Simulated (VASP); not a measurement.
# SiB6 (Amm2) in VASP: further runs

SiB6 is run at these levels: PBE; tasks: single point, relaxation of cell and atoms.

All numbers are computed with VASP 6.6.1; they aren't measurements. Logs are shortened: lines on timing, memory, paths and dates and some standing lists are left out, and cuts for length are marked.

### 1 The cell of the first run

It takes space group Amm2 (No. 38, orthorhombic). The conventional cell has a = 5.507 Å, b = 6.766 Å, c = 3.338 Å, α = 90.00°, β = 90.00°, γ = 90.00°. Si (site symmetry mm2) has 4 B at 1.56 to 1.85 Å within 2.1 Å. B (site symmetry m) has 4 B at 1.66 to 2.12 Å and 1 Si at 1.85 Å within 2.2 Å. Within 2.3 Å of B (site symmetry m) lie 2 Si at 1.56 to 2.21 Å and 4 B at 1.77 to 2.12 Å. B (site symmetry m) has 4 B at 1.66 to 1.99 Å within 2.2 Å.

The cell was generated, and may not be a known phase.

### 2 Single point, PBE

Input file INCAR:

```
SYSTEM = SiB6
ALGO     = Normal         ! electronic algorithm
EDIFF    = 1E-6           ! SCF threshold, eV
ENCUT    = 520            ! plane-wave cutoff, eV
GGA      = PE             ! functional
ISIF     = 2              ! what is computed and relaxed
ISMEAR   = 0              ! smearing method
LASPH    = .True.         ! aspherical terms in the spheres
LCHARG   = .True.         ! write CHGCAR
LELF     = .True.         ! ELF
LREAL    = .False.        ! projectors in reciprocal space
LVHAR    = .True.       
LWAVE    = .False.        ! write WAVECAR
NBANDS   = 20             ! bands
NELM     = 100            ! most SCF steps
PREC     = Accurate       ! precision mode
SIGMA    = 0.1            ! smearing width, eV
```

Input file KPOINTS:

```
k-points
0
Gamma
  4 6 6
  0 0 0
```

Input file POSCAR:

```
SiB6
1.0
    5.5069649100      0.0000000000      0.0000000000
    0.0000000000      3.3831396000      1.6689105300
    0.0000000000     -3.3831396000      1.6689105300
Si B
1 6
Direct
    0.5000000000      0.2938227000      0.2938227000
    0.7859971300      0.5824084400      0.5824084400
    0.2140028700      0.5824084400      0.5824084400
    0.5000000000      0.7098660300      0.2988046600
    0.5000000000      0.2988046600      0.7098660300
    0.0000000000      0.3444922500      0.6834073000
    0.0000000000      0.6834073000      0.3444922500
```

Potentials or basis: VASP PAW PBE potentials, release 64 (Si, B).

The run is started by

```sh
> cat potpaw_PBE.64/Si/POTCAR potpaw_PBE.64/B/POTCAR > POTCAR
> mpirun -np 1 vasp_std > vasp.out
```

OUTCAR:

```text
SYSTEM = SiB6
   EDIFF = 1E-6
   ENCUT = 520
   GGA = PE
   ISIF = 2
   ISMEAR = 0
   LASPH = .True.
   LREAL = .False.
   NELM = 100
   PREC = Accurate

 ion  position               nearest neighbor table
   1  0.500  0.294  0.294-   4 1.56   5 1.56   2 1.85   3 1.85   5 2.21   4 2.21
   2  0.786  0.582  0.582-   6 1.66   7 1.66   1 1.85   4 2.12   5 2.12
   3  0.214  0.582  0.582-   6 1.66   7 1.66   1 1.85   4 2.12   5 2.12
   4  0.500  0.710  0.299-   1 1.56   5 1.77   5 1.77   3 2.12   2 2.12   1 2.21
   5  0.500  0.299  0.710-   1 1.56   4 1.77   4 1.77   3 2.12   2 2.12   1 2.21
   6  0.000  0.344  0.683-   2 1.66   3 1.66   7 1.99   7 1.99
   7  0.000  0.683  0.344-   2 1.66   3 1.66   6 1.99   6 1.99

  LATTYP: Found a base centered orthorhombic cell.
 ALAT       =     3.3378210600
 B/A-ratio  =     2.0271545653
 C/A-ratio  =     1.6498682257

  Lattice vectors:

 A1 = (   0.0000000000,   3.3831396000,   1.6689105300)
 A2 = (   0.0000000000,  -3.3831396000,   1.6689105300)
 A3 = (   5.5069649100,   0.0000000000,   0.0000000000)

Analysis of symmetry for initial positions (statically):
=====================================================================
 Subroutine PRICEL returns:
 Original cell was already a primitive cell.

 Routine SETGRP: Setting up the symmetry group for a
 base centered orthorhombic supercell.

 Subroutine GETGRP returns: Found  4 space group operations
 (whereof  4 operations were pure point group operations)
 out of a pool of  8 trial point group operations.

The static configuration has the point symmetry C_2v.

Analysis of symmetry for dynamics (positions and initial velocities):
=====================================================================
 Subroutine PRICEL returns:
 Original cell was already a primitive cell.

 Routine SETGRP: Setting up the symmetry group for a
 base centered orthorhombic supercell.

 Subroutine GETGRP returns: Found  4 space group operations
 (whereof  4 operations were pure point group operations)
 out of a pool of  8 trial point group operations.

The dynamic configuration has the point symmetry C_2v.

 Subroutine INISYM returns: Found  4 space group operations
 (whereof  4 operations are pure point group operations),
 and found     1 'primitive' translations

----------------------------------------------------------------------------------------

                                     Primitive cell

  volume of cell :      62.1864

  direct lattice vectors                    reciprocal lattice vectors
     5.506964910  0.000000000  0.000000000     0.181588228  0.000000000  0.000000000
     0.000000000  3.383139600  1.668910530     0.000000000  0.147791714  0.299596648
     0.000000000 -3.383139600  1.668910530     0.000000000 -0.147791714  0.299596648

  length of vectors
     5.506964910  3.772385970  3.772385970     0.181588228  0.334066673  0.334066673

  position of ions in fractional coordinates (direct lattice)
     0.500000000  0.293822700  0.293822700
     0.785997130  0.582408440  0.582408440
     0.214002870  0.582408440  0.582408440
     0.500000000  0.709866030  0.298804660
     0.500000000  0.298804660  0.709866030
     0.000000000  0.344492250  0.683407300
     0.000000000  0.683407300  0.344492250

  ion indices of the primitive-cell ions
   primitive index   ion index
                 1           1
                 2           2
                 3           3
                 4           4
                 5           5
                 6           6
                 7           7

----------------------------------------------------------------------------------------

 KPOINTS: k-points

Automatic generation of k-mesh.
 Grid dimensions read from file:
 generate k-points for:    4    6    6

 Generating k-lattice:

  Cartesian coordinates                     Fractional coordinates (reciprocal lattice)
     0.045397057  0.000000000  0.000000000     0.250000000  0.000000000  0.000000000
     0.000000000  0.024631952  0.049932775     0.000000000  0.166666667 -0.000000000
     0.000000000 -0.024631952  0.049932775     0.000000000 -0.000000000  0.166666667

  Length of vectors
     0.045397057  0.055677779  0.055677779

  Shift w.r.t. Gamma in fractional coordinates (k-lattice)
     0.000000000  0.000000000  0.000000000

 Subroutine IBZKPT returns following result:
 ===========================================

 Found     39 irreducible k-points:

 Following reciprocal coordinates:
            Coordinates               Weight
  0.000000  0.000000  0.000000      1.000000
  0.250000  0.000000  0.000000      2.000000
  0.500000  0.000000  0.000000      1.000000
  0.000000  0.166667  0.000000      4.000000
  0.250000  0.166667  0.000000      8.000000
  0.500000  0.166667  0.000000      4.000000
[... 16 lines left out ...]
  0.250000 -0.333333  0.166667      8.000000
  0.500000 -0.333333  0.166667      4.000000
 [... further k-points ...]
   k-points           NKPTS =     39   k-points in BZ     NKDIM =     39   number of bands    NBANDS=     20
   number of dos      NEDOS =    301   number of ions     NIONS =      7
   total plane-waves  NPLWV =  32928
   dimension x,y,z NGX =    42 NGY =   28 NGZ =   28
   dimension x,y,z NGXF=    84 NGYF=   56 NGZF=   56
   ions per type =               1   6
   NGX,Y,Z   is equivalent  to a cutoff of  12.68, 12.34, 12.34 a.u.
   NGXF,Y,Z  is equivalent  to a cutoff of  25.36, 24.68, 24.68 a.u.
 SYSTEM =  SiB6
   PREC   = accura    normal or accurate (medium, high low for compatibility)
   ISTART =      0    job   : 0-new  1-cont  2-samecut
   ICHARG =      2    charge: 1-file 2-atom 10-const
   ISPIN  =      1    spin polarized calculation?
   LNONCOLLINEAR =      F non collinear calculations
   LSORBIT =      F    spin-orbit coupling
   LASPH  =      T    aspherical Exc in radial PAW
   ENCUT  =  520.0 eV  38.22 Ry    6.18 a.u.  10.24  7.01  7.01*2*pi/ulx,y,z
   NELM   =    100;   NELMIN=  2; NELMDL= -5     # of ELM steps
   EDIFF  = 0.1E-05   stopping-criterion for ELM
   LREAL  =      F    real-space projection
   EDIFFG = 0.1E-04   stopping-criterion for IOM
   NSW    =      0    number of steps for IOM
   IBRION =     -1    ionic relax: 0-MD 1-quasi-New 2-CG
   NFREE  =      0    steps in history (QN), initial steepest desc. (CG)
   ISIF   =      2    stress and relaxation
   ISYM   =      2    0-nonsym 1-usesym 2-fastsym
   POTIM  = 0.5000    time-step for ionic-motion
   TEBEG  =    0.0;   TEEND  =   0.0 temperature during run
   PSTRESS=    0.0 pullay stress
   NELECT =      22.0000    total number of electrons
   NUPDOWN=      -1.0000    fix difference up-down
   EMIN   =  10.00;   EMAX   =-10.00  energy-range for DOS
   EFERMI =   0.00;   METHOD = LEGACY
   ISMEAR =     0;   SIGMA  =   0.10  broadening in eV -4-tet -1-fermi 0-gaus
   EFERMI_NEDOS =   21; number of points for ismear=-14 and -15
   IALGO  =     38    algorithm
   IMIX   =      4    mixing-type and parameters
     AMIX     =   0.40;   BMIX     =  1.00
     AMIX_MAG =   1.60;   BMIX_MAG =  1.00
  volume/ion in A,a.u.               =       8.88        59.95
  Fermi-wavevector in a.u.,A,eV,Ry     =   1.157846  2.188011 18.240056  1.340606
  Thomas-Fermi vector in A             =   2.294453
   LORBIT       =      0    0 simple, 1 ext, 2 COOP (PROOUT), +10 PAW based schemes
   GGA     = PE    functional components
   LHFCALC =     F    Hartree Fock is set to
   AEXX    =    0.0000 exact exchange contribution
   IVDW    =     0    specifies the selected vdW correction
   LEPSILON=     F    determine dielectric tensor
   LRPA    =     F    only Hartree local field effects (RPA)
 non-spin polarized calculation
 Gauss-broadening in eV      SIGMA  =   0.10
  energy-cutoff  :      520.00
  volume of cell :       62.19
 maximum number of plane-waves:      1700
 NGX is ok and might be reduce to    42
   NGX = 21   NGY = 15   NGZ = 15

 number of electron      22.0000000 magnetization

 Free energy of the ion-electron system (eV)
  ---------------------------------------------------
  ext. energy  EPLUGINS =         0.00000000
  ---------------------------------------------------
  free energy    TOTEN  =       -32.76235599 eV

  energy without entropy =      -32.74219367  energy(sigma->0) =      -32.75227483

 E-fermi :   6.0580     XC(G=0): -11.1283

 val. band max:        6.0524559963   @ k =   0.2500   0.1667   0.0000
 cond. band min:       6.0613040778   @ k =   0.0000   0.5000   0.0000
 fundamental gap:      0.0088480815
 Fermi energy:         6.0579681612

 k-point     1 :       0.0000    0.0000    0.0000
  band No.  band energies     occupation
      1      -9.3239      2.00000
      2      -5.1410      2.00000
      3      -3.6742      2.00000
      4      -1.3153      2.00000
      5       1.1783      2.00000
      6       1.9142      2.00000
[... 12 lines left out ...]
     19      12.4488      0.00000
     20      12.9398      0.00000

 k-point     2 :       0.2500    0.0000    0.0000
  band No.  band energies     occupation
      1      -9.2207      2.00000
      2      -5.9996      2.00000
      3      -2.3070      2.00000
      4      -1.2825      2.00000
      5       1.2001      2.00000
      6       2.0237      2.00000
[... 12 lines left out ...]
     19      12.9472      0.00000
     20      13.2320      0.00000

 k-point     3 :       0.5000    0.0000    0.0000
  band No.  band energies     occupation
      1      -9.0980      2.00000
      2      -6.5292      2.00000
      3      -1.2484      2.00000
      4      -0.6991      2.00000
      5       0.7624      2.00000
      6       1.8085      2.00000
[... 12 lines left out ...]
     19      12.7720      0.00000
     20      12.9163      0.00000

 k-point     4 :       0.0000    0.1667    0.0000
  band No.  band energies     occupation
      1      -8.9904      2.00000
      2      -4.8814      2.00000
      3      -3.3549      2.00000
      4      -1.8546      2.00000
      5       0.3450      2.00000
      6       1.4181      2.00000
[... 429 lines left out ...]
 k-point    23 :       0.2500   -0.3333    0.1667
  band No.  band energies     occupation
      1      -8.3645      2.00000
      2      -5.2454      2.00000
      3      -3.5712      2.00000
      4      -1.6121      2.00000
      5      -0.4513      2.00000
      6      -0.0950      2.00000
[... 12 lines left out ...]
     19      13.6678      0.00000
     20      14.5100      0.00000

 k-point    24 :       0.5000   -0.3333    0.1667
  band No.  band energies     occupation
      1      -8.2440      2.00000
      2      -5.7485      2.00000
      3      -3.4864      2.00000
      4      -0.8585      2.00000
      5      -0.3249      2.00000
      6       0.0963      2.00000
[... 12 lines left out ...]
     19      13.7091      0.00000
     20      14.4524      0.00000

 [... further k-points ...]
[... 5 lines left out ...]
  --------------------------------------------------------------------------------------
  -------------------------------------------------------------------------------------
  Total       14.1528634     27.3774351      3.3033058      0.0000000      0.0000000      0.0000000
  in kB      364.6360644    705.3555072     85.1067645      0.0000000      0.0000000      0.0000000
  external PRESSURE =     385.0327787 kB  Pullay stress =       0.0000000 kB

 VOLUME and BASIS-vectors are now :
 -----------------------------------------------------------------------------
  energy-cutoff  :      520.00
  volume of cell :       62.19
      direct lattice vectors                 reciprocal lattice vectors
     5.506964910  0.000000000  0.000000000     0.181588228  0.000000000  0.000000000
     0.000000000  3.383139600  1.668910530     0.000000000  0.147791714  0.299596648
     0.000000000 -3.383139600  1.668910530     0.000000000 -0.147791714  0.299596648

 POSITION                                       TOTAL-FORCE (eV/Angst)
 -----------------------------------------------------------------------------------
      2.75348      0.00000      0.98073         0.000000      0.000000    -15.856435
      4.32846      0.00000      1.94398        -1.646196      0.000000      1.021139
      1.17851      0.00000      1.94398         1.646196      0.000000      1.021139
      2.75348      1.39068      1.68338         0.000000     10.683286      6.566297
      2.75348     -1.39068      1.68338         0.000000    -10.683286      6.566297
      0.00000     -1.14660      1.71547         0.000000     -1.372738      0.340782
      0.00000      1.14660      1.71547         0.000000      1.372738      0.340782
 -----------------------------------------------------------------------------------
    total drift:                                0.000000      0.000000     -0.000017

  FREE ENERGIE OF THE ION-ELECTRON SYSTEM (eV)
  ---------------------------------------------------
  free  energy   TOTEN  =       -32.7623559891 eV

  energy  without entropy=      -32.7421936657  energy(sigma->0) =      -32.75227483
```

It took 85 s on 1 thread of Intel Xeon 8259CL, shared host; peak memory 0.19 GiB.

What came out:

```yaml
Free_energy: -32.7624 eV
Pressure: 38.5 GPa
Largest_force: 15.856 eV/Å
Band_gap_on_the_k_mesh: zero (bands 11 and 12 overlap by 1.16 eV)
```

Forces on the atoms (eV/Å):
```
Si    0.000   0.000 -15.856
B    -1.646   0.000   1.021
B     1.646   0.000   1.021
B     0.000  10.683   6.566
B     0.000 -10.683   6.566
B     0.000  -1.373   0.341
B     0.000   1.373   0.341
```

Stress tensor (GPa, compression positive):
```
36.46  0.00  0.00
 0.00 70.54  0.00
 0.00  0.00  8.51
```

Caveat: the stress differs along the axes, from 9 to 71 GPa; forces of over 1 eV/Å act on the atoms, so gaps and moduli don't describe the material at rest.

[end of part 1 of 2]

The gap in the log of VASP goes by the Fermi energy; the results here count the filled bands.